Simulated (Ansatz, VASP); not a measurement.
ZrTi2B3: VASP beside Ansatz

```
Zr Ti B
1.0
     4.95042    0.00000    0.00000
    -2.47521    4.28719    0.00000
     0.00000    0.00000    3.52844
Zr Ti B
1 2 3
Cartesian
  0.0000 0.0000 1.7642
  2.4752 1.4291 0.0000
  0.0000 2.8581 0.0000
  1.2376 2.1436 1.7642
  2.4752 0.0000 1.7642
  -1.2376 2.1436 1.7642
```

Change from the starting cell: species swapped into the ErCo3Ge2 type (P6mm, No. 183).

Alike in both runs: task relaxation of cell and atoms; functional PBE; k mesh 6 × 6 × 10; occupations gaussian, width 0.1 eV; no spin polarisation.

|  | VASP | Ansatz |
| --- | --- | --- |
| version | VASP 6.6.1 | Ansatz 0.2.0 |
| potentials or method | VASP PAW PBE potentials, release 64 (Zr_sv, Ti_sv, B), cutoff 600 eV | scalar-relativistic, plane waves, PAW |
| valence electrons in the cell | 45 | 45 |

|  | VASP | Ansatz | Ansatz less VASP |
| --- | --- | --- | --- |
| gap on the k mesh at the Fermi level, each at its own relaxed structure (eV) | none | none | - |
| relaxed volume (Å³/atom) | 12.49 | 12.49 | -0.001 |
| relaxed length of the cell vector where the two differ most in proportion (Å) | 4.941 | 4.941 | -0.0002 |

A gap of «none» marks a metal or a gap that the smearing closes.
